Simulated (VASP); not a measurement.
# KF (Fm-3m) in VASP: settings compared

KF is run at these levels: PBE+D4, RPBE; tasks: single point.

Program: VASP 6.6.1. These are calculated values, not measurements. Logs are shortened: lines on timing, memory, paths and dates and some standing lists are left out, and cuts for length are marked.

## 1. The cell of the first run

It takes space group Fm-3m (No. 225, cubic). Conventional cell: a = 5.422 Å, b = 5.422 Å, c = 5.422 Å, α = 90.00°, β = 90.00°, γ = 90.00°. K (site symmetry m-3m) has 6 F at 2.71 Å within 3.6 Å. Within 3.6 Å of F (site symmetry m-3m) lie 6 K at 2.71 Å.

## 2. Single point, PBE+D4 (19.92 Å³/atom)

File INCAR:

```
PREC = Accurate
ENCUT = 520
EDIFF = 1E-7
ISMEAR = 0
SIGMA = 0.05
LREAL = False
LASPH = True
NELM = 80
ALGO = Normal
ISIF = 2
LWAVE = False
LCHARG = False
GGA = PE
IVDW = 13
NBANDS = 15
```

File KPOINTS:

```
Automatic mesh
0
Gamma
  8 8 8
```

File POSCAR:

```
KF
1.0
    0.0000000000      2.7108384456      2.7108384456
    2.7108384456      0.0000000000      2.7108384456
    2.7108384456      2.7108384456      0.0000000000
K F
1 1
Direct
    0.0000000000      0.0000000000      0.0000000000
    0.5000000000      0.5000000000      0.5000000000
```

Potentials or basis: VASP PAW PBE potentials, release 64 (K_sv, F).

The run is started by

```
$ cat potpaw_PBE.64/K_sv/POTCAR potpaw_PBE.64/F/POTCAR > POTCAR
$ mpirun -np 1 vasp_std > vasp.out
```

OUTCAR:

```text
PREC = Accurate
   ENCUT = 520
   EDIFF = 1E-7
   ISMEAR = 0
   LREAL = False
   LASPH = True
   NELM = 80
   ISIF = 2
   GGA = PE
   IVDW = 13

 ion  position               nearest neighbor table
   1  0.000  0.000  0.000-   2 2.71   2 2.71   2 2.71   2 2.71   2 2.71   2 2.71
   2  0.500  0.500  0.500-   1 2.71   1 2.71   1 2.71   1 2.71   1 2.71   1 2.71

  LATTYP: Found a face centered cubic cell.
 ALAT       =     5.4216768912

  Lattice vectors:

 A1 = (   0.0000000000,   2.7108384456,   2.7108384456)
 A2 = (   2.7108384456,   0.0000000000,   2.7108384456)
 A3 = (   2.7108384456,   2.7108384456,   0.0000000000)

Analysis of symmetry for initial positions (statically):
=====================================================================
 Subroutine PRICEL returns:
 Original cell was already a primitive cell.

 Routine SETGRP: Setting up the symmetry group for a
 face centered cubic supercell.

 Subroutine GETGRP returns: Found 48 space group operations
 (whereof 48 operations were pure point group operations)
 out of a pool of 48 trial point group operations.

The static configuration has the point symmetry O_h .

Analysis of symmetry for dynamics (positions and initial velocities):
=====================================================================
 Subroutine PRICEL returns:
 Original cell was already a primitive cell.

 Routine SETGRP: Setting up the symmetry group for a
 face centered cubic supercell.

 Subroutine GETGRP returns: Found 48 space group operations
 (whereof 48 operations were pure point group operations)
 out of a pool of 48 trial point group operations.

The dynamic configuration has the point symmetry O_h .

 Subroutine INISYM returns: Found 48 space group operations
 (whereof 48 operations are pure point group operations),
 and found     1 'primitive' translations

----------------------------------------------------------------------------------------

                                     Primitive cell

  volume of cell :      39.8420

  direct lattice vectors                    reciprocal lattice vectors
     0.000000000  2.710838446  2.710838446    -0.184444780  0.184444780  0.184444780
     2.710838446  0.000000000  2.710838446     0.184444780 -0.184444780  0.184444780
     2.710838446  2.710838446  0.000000000     0.184444780  0.184444780 -0.184444780

  length of vectors
     3.833704495  3.833704495  3.833704495     0.319467730  0.319467730  0.319467730

  position of ions in fractional coordinates (direct lattice)
     0.000000000  0.000000000  0.000000000
     0.500000000  0.500000000  0.500000000

  ion indices of the primitive-cell ions
   primitive index   ion index
                 1           1
                 2           2

----------------------------------------------------------------------------------------

 KPOINTS: Automatic mesh

Automatic generation of k-mesh.
 Grid dimensions read from file:
 generate k-points for:    8    8    8

 Generating k-lattice:

  Cartesian coordinates                     Fractional coordinates (reciprocal lattice)
    -0.023055597  0.023055597  0.023055597     0.125000000  0.000000000  0.000000000
     0.023055597 -0.023055597  0.023055597     0.000000000  0.125000000  0.000000000
     0.023055597  0.023055597 -0.023055597     0.000000000  0.000000000  0.125000000

  Length of vectors
     0.039933466  0.039933466  0.039933466

  Shift w.r.t. Gamma in fractional coordinates (k-lattice)
     0.000000000  0.000000000  0.000000000

 Subroutine IBZKPT returns following result:
 ===========================================

 Found     29 irreducible k-points:

 Following reciprocal coordinates:
            Coordinates               Weight
  0.000000  0.000000  0.000000      1.000000
  0.125000  0.000000  0.000000      8.000000
  0.250000  0.000000  0.000000      8.000000
  0.375000  0.000000  0.000000      8.000000
  0.500000  0.000000  0.000000      4.000000
  0.125000  0.125000  0.000000      6.000000
[... 16 lines left out ...]
  0.500000  0.250000  0.125000     48.000000
 -0.375000  0.250000  0.125000     24.000000
 [... further k-points ...]
   k-points           NKPTS =     29   k-points in BZ     NKDIM =     29   number of bands    NBANDS=     15
   number of dos      NEDOS =    301   number of ions     NIONS =      2
   total plane-waves  NPLWV =  27000
   dimension x,y,z NGX =    30 NGY =   30 NGZ =   30
   dimension x,y,z NGXF=    60 NGYF=   60 NGZF=   60
   ions per type =               1   1
   NGX,Y,Z   is equivalent  to a cutoff of  13.01, 13.01, 13.01 a.u.
   NGXF,Y,Z  is equivalent  to a cutoff of  26.02, 26.02, 26.02 a.u.
 SYSTEM =  unknown system
   PREC   = accura    normal or accurate (medium, high low for compatibility)
   ISTART =      0    job   : 0-new  1-cont  2-samecut
   ICHARG =      2    charge: 1-file 2-atom 10-const
   ISPIN  =      1    spin polarized calculation?
   LNONCOLLINEAR =      F non collinear calculations
   LSORBIT =      F    spin-orbit coupling
   LASPH  =      T    aspherical Exc in radial PAW
   ENCUT  =  520.0 eV  38.22 Ry    6.18 a.u.   7.13  7.13  7.13*2*pi/ulx,y,z
   NELM   =     80;   NELMIN=  2; NELMDL= -5     # of ELM steps
   EDIFF  = 0.1E-06   stopping-criterion for ELM
   LREAL  =      F    real-space projection
   EDIFFG = 0.1E-05   stopping-criterion for IOM
   NSW    =      0    number of steps for IOM
   IBRION =     -1    ionic relax: 0-MD 1-quasi-New 2-CG
   NFREE  =      0    steps in history (QN), initial steepest desc. (CG)
   ISIF   =      2    stress and relaxation
   ISYM   =      2    0-nonsym 1-usesym 2-fastsym
   POTIM  = 0.5000    time-step for ionic-motion
   TEBEG  =    0.0;   TEEND  =   0.0 temperature during run
   PSTRESS=    0.0 pullay stress
   NELECT =      16.0000    total number of electrons
   NUPDOWN=      -1.0000    fix difference up-down
   EMIN   =  10.00;   EMAX   =-10.00  energy-range for DOS
   EFERMI =   0.00;   METHOD = LEGACY
   ISMEAR =     0;   SIGMA  =   0.05  broadening in eV -4-tet -1-fermi 0-gaus
   EFERMI_NEDOS =   21; number of points for ismear=-14 and -15
   IALGO  =     38    algorithm
   IMIX   =      4    mixing-type and parameters
     AMIX     =   0.40;   BMIX     =  1.00
     AMIX_MAG =   1.60;   BMIX_MAG =  1.00
  volume/ion in A,a.u.               =      19.92       134.43
  Fermi-wavevector in a.u.,A,eV,Ry     =   1.207817  2.282443 19.848482  1.458822
  Thomas-Fermi vector in A             =   2.343444
   LORBIT       =      0    0 simple, 1 ext, 2 COOP (PROOUT), +10 PAW based schemes
   GGA     = PE    functional components
   LHFCALC =     F    Hartree Fock is set to
   AEXX    =    0.0000 exact exchange contribution
   IVDW    =    13    specifies the selected vdW correction
   LEPSILON=     F    determine dielectric tensor
   LRPA    =     F    only Hartree local field effects (RPA)
 non-spin polarized calculation
 Gauss-broadening in eV      SIGMA  =   0.05
  energy-cutoff  :      520.00
  volume of cell :       39.84
 maximum number of plane-waves:      1090
 NGX is ok and might be reduce to    30
   NGX = 15   NGY = 15   NGZ = 15

 number of electron      15.9999992 magnetization

 Free energy of the ion-electron system (eV)
  ---------------------------------------------------
  ext. energy  EPLUGINS =         0.00000000
  ---------------------------------------------------
  free energy    TOTEN  =        -8.29929608 eV

  energy without entropy =       -8.29929608  energy(sigma->0) =       -8.29929608

 E-fermi :  -2.6888     XC(G=0):  -8.2087

 val. band max:       -2.9160988621   @ k =   0.0000   0.0000   0.0000
 cond. band min:       3.0276020988   @ k =   0.0000   0.0000   0.0000
 fundamental gap:      5.9437009608
 Fermi energy:        -2.6887888770

 k-point     1 :       0.0000    0.0000    0.0000
  band No.  band energies     occupation
      1     -29.1771      2.00000
      2     -21.5495      2.00000
      3     -12.4570      2.00000
      4     -12.4570      2.00000
      5     -12.4570      2.00000
      6      -2.9161      2.00000
      7      -2.9161      2.00000
      8      -2.9161      2.00000
      9       3.0276      0.00000
     10       7.6401      0.00000
     11       7.6401      0.00000
     12       7.6401      0.00000
     13       9.2550      0.00000
     14       9.2550      0.00000
     15      13.7351      0.00000

 k-point     2 :       0.1250    0.0000    0.0000
  band No.  band energies     occupation
      1     -29.1660      2.00000
      2     -21.5591      2.00000
      3     -12.4943      2.00000
      4     -12.4621      2.00000
      5     -12.4621      2.00000
      6      -3.0478      2.00000
      7      -2.9634      2.00000
      8      -2.9634      2.00000
      9       3.4446      0.00000
     10       7.3941      0.00000
     11       7.8402      0.00000
     12       7.8402      0.00000
     13       9.3861      0.00000
     14       9.3861      0.00000
     15      14.4516      0.00000

 k-point     3 :       0.2500    0.0000    0.0000
  band No.  band energies     occupation
      1     -29.1389      2.00000
      2     -21.5830      2.00000
      3     -12.5832      2.00000
      4     -12.4743      2.00000
      5     -12.4743      2.00000
      6      -3.3272      2.00000
      7      -3.0754      2.00000
      8      -3.0754      2.00000
      9       4.4942      0.00000
     10       7.0374      0.00000
     11       8.3323      0.00000
     12       8.3323      0.00000
     13       9.8021      0.00000
     14       9.8021      0.00000
     15      15.3143      0.00000
[... 343 lines left out ...]
 k-point    23 :       0.5000    0.2500    0.1250
  band No.  band energies     occupation
      1     -29.0991      2.00000
      2     -21.5934      2.00000
      3     -12.7029      2.00000
      4     -12.6311      2.00000
      5     -12.5160      2.00000
      6      -3.4493      2.00000
      7      -3.1883      2.00000
      8      -3.0736      2.00000
      9       6.0749      0.00000
     10       6.5672      0.00000
     11       8.6065      0.00000
     12       9.4363      0.00000
     13      10.3187      0.00000
     14      11.2442      0.00000
     15      12.8316      0.00000

 k-point    24 :      -0.3750    0.2500    0.1250
  band No.  band energies     occupation
      1     -29.0904      2.00000
      2     -21.5971      2.00000
      3     -12.7414      2.00000
      4     -12.6451      2.00000
      5     -12.5235      2.00000
      6      -3.4555      2.00000
      7      -3.1748      2.00000
      8      -3.1599      2.00000
      9       6.3074      0.00000
     10       6.9617      0.00000
     11       8.5163      0.00000
     12       9.5727      0.00000
     13      10.7708      0.00000
     14      11.7569      0.00000
     15      11.9132      0.00000

 [... further k-points ...]

------------------------ aborting loop because EDIFF is reached ----------------------------------------

  DFT-D4 for vdW energy calculation

  Edisp (eV):   -0.13583

  FORCE on cell =-STRESS in cart. coord.  units (eV):
  Direction    XX          YY          ZZ          XY          YZ          ZX
  --------------------------------------------------------------------------------------
  -------------------------------------------------------------------------------------
  Total      -0.13819    -0.13819    -0.13819     0.00000     0.00000     0.00000
  in kB      -5.55692    -5.55692    -5.55692     0.00000     0.00000     0.00000
  external pressure =       -5.56 kB  Pullay stress =        0.00 kB

 VOLUME and BASIS-vectors are now :
 -----------------------------------------------------------------------------
  energy-cutoff  :      520.00
  volume of cell :       39.84
      direct lattice vectors                 reciprocal lattice vectors
     0.000000000  2.710838446  2.710838446    -0.184444780  0.184444780  0.184444780
     2.710838446  0.000000000  2.710838446     0.184444780 -0.184444780  0.184444780
     2.710838446  2.710838446  0.000000000     0.184444780  0.184444780 -0.184444780

 POSITION                                       TOTAL-FORCE (eV/Angst)
 -----------------------------------------------------------------------------------
      0.00000      0.00000      0.00000         0.000000     -0.000000     -0.000000
      2.71084      2.71084      2.71084        -0.000000      0.000000      0.000000
 -----------------------------------------------------------------------------------
    total drift:                                0.000000      0.000000      0.000000

  FREE ENERGIE OF THE ION-ELECTRON SYSTEM (eV)
  ---------------------------------------------------
  free  energy   TOTEN  =        -8.4351234028 eV

  energy  without entropy=       -8.4351234028  energy(sigma->0) =       -8.43512340
```

Wall time 36 s (1 thread of Intel Xeon 8259CL, shared host); peak memory 0.17 GiB.

What came out:

```yaml
Free_energy: -8.4351 eV
Pressure: -0.6 GPa
Band_gap_on_the_k_mesh: 5.94 eV
Dispersion_energy_per_atom: -0.068 eV
```

A k mesh can miss the band edges. Expect the measured gap to be larger: semilocal functionals such as PBE lack the derivative discontinuity.

[end of part 1 of 2]
